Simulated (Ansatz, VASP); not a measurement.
ZnSe in VASP and in Ansatz

```
Zn Se
1.0
     3.76372    0.00000    0.00000
     0.00000    3.76372    0.00000
     0.00000    0.00000    7.23063
Zn Se
2 2
Direct
  0.00000 0.00000 0.00000
  0.50000 0.50000 0.00000
  0.00000 0.50000 0.24628
  0.50000 0.00000 0.75372
```

Alike in both runs: task single point; functional PBE; dispersion D3(BJ); k mesh 8 × 8 × 6; occupations gaussian, width 0.05 eV; no spin polarisation.

|  | VASP | Ansatz |
| --- | --- | --- |
| version | VASP 6.6.1 | Ansatz 0.2.0 |
| potentials or method | VASP PAW PBE potentials, release 64 (Zn, Se), cutoff 520 eV | scalar-relativistic, plane waves, PAW |
| valence electrons in the cell | 36 | 56 |

```tsv
	VASP	Ansatz	Ansatz less VASP
gap on the k mesh at the Fermi level (eV)	1.31	1.30	-0.004
least direct gap on the mesh (eV)	1.33	1.33	-0.004
pressure (GPa)	-1.4	-1.6	-0.18
traceless stress, the component that is largest in VASP (GPa)	-8.65	-8.67	-0.028
rms of the force components (eV/Å)	0.631	0.645	+0.0143
```

Atom by atom the forces differ by 0.014 eV/Å (rms over components). VASP's potentials hold 36 valence electrons a cell and Ansatz's 56, so a difference there can come from the potentials and not from the codes.
